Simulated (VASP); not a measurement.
Input of a VASP 6.6.1 run:

INCAR

```
SYSTEM = SiC
PREC = Accurate
ENCUT = 600
EDIFF = 1E-6
ISMEAR = -1
SIGMA = 0.01
LREAL = Auto
LASPH = .True.
NELM = 120
ALGO = Normal
ISIF = 2
LWAVE = .False.
LCHARG = .False.
GGA = PE
NBANDS = 86
GGA_COMPAT = .False.
```

KPOINTS

```
Automatic mesh
0
Gamma
  1 1 1
  0.25 0.25 0.25
```

File POSCAR:

```
SiC
1.0
   -4.3797050000      4.3797050000     -4.3797050000
    4.3797050000      4.3797050000      4.3797050000
    4.3797050000     -4.3797050000     -4.3797050000
Si C
16 16
Direct
    0.0000000000      0.0000000000      0.7500000000
    0.0000000000      0.2500000000      0.5000000000
    0.0000000000      0.5000000000      0.2500000000
    0.0000000000      0.7500000000      0.0000000000
    0.2500000000      0.0000000000      0.5000000000
    0.2500000000      0.2500000000      0.2500000000
    0.2500000000      0.5000000000      0.0000000000
    0.2500000000      0.7500000000      0.7500000000
    0.5000000000      0.0000000000      0.2500000000
    0.5000000000      0.2500000000      0.0000000000
    0.5000000000      0.5000000000      0.7500000000
    0.5000000000      0.7500000000      0.5000000000
    0.7500000000      0.0000000000      0.0000000000
    0.7500000000      0.2500000000      0.7500000000
    0.7500000000      0.5000000000      0.5000000000
    0.7500000000      0.7500000000      0.2500000000
    0.0000000000      0.0000000000      0.0000000000
    0.0000000000      0.2500000000      0.7500000000
    0.0000000000      0.5000000000      0.5000000000
    0.0000000000      0.7500000000      0.2500000000
    0.2500000000      0.0000000000      0.7500000000
    0.2500000000      0.2500000000      0.5000000000
    0.2500000000      0.5000000000      0.2500000000
    0.2500000000      0.7500000000      0.0000000000
    0.5000000000      0.0000000000      0.5000000000
    0.5000000000      0.2500000000      0.2500000000
    0.5000000000      0.5000000000      0.0000000000
    0.5000000000      0.7500000000      0.7500000000
    0.7500000000      0.0000000000      0.2500000000
    0.7500000000      0.2500000000      0.0000000000
    0.7500000000      0.5000000000      0.7500000000
    0.7500000000      0.7500000000      0.5000000000
```

Potentials or basis: VASP PAW PBE potentials, release 64 (Si, C).

Launch:

```sh
$ cat potpaw_PBE.64/Si/POTCAR potpaw_PBE.64/C/POTCAR > POTCAR
$ mpirun -np 1 vasp_std > vasp.out
```

Q: Estimate the band gap on the k mesh.

A: 4.28 eV.

Q: Estimate the pressure.

A: 0.3 GPa.

Caveat: the k points lie up to 1.01 Å⁻¹ apart. A hybrid or GW would open this gap; PBE tends to underestimate it.
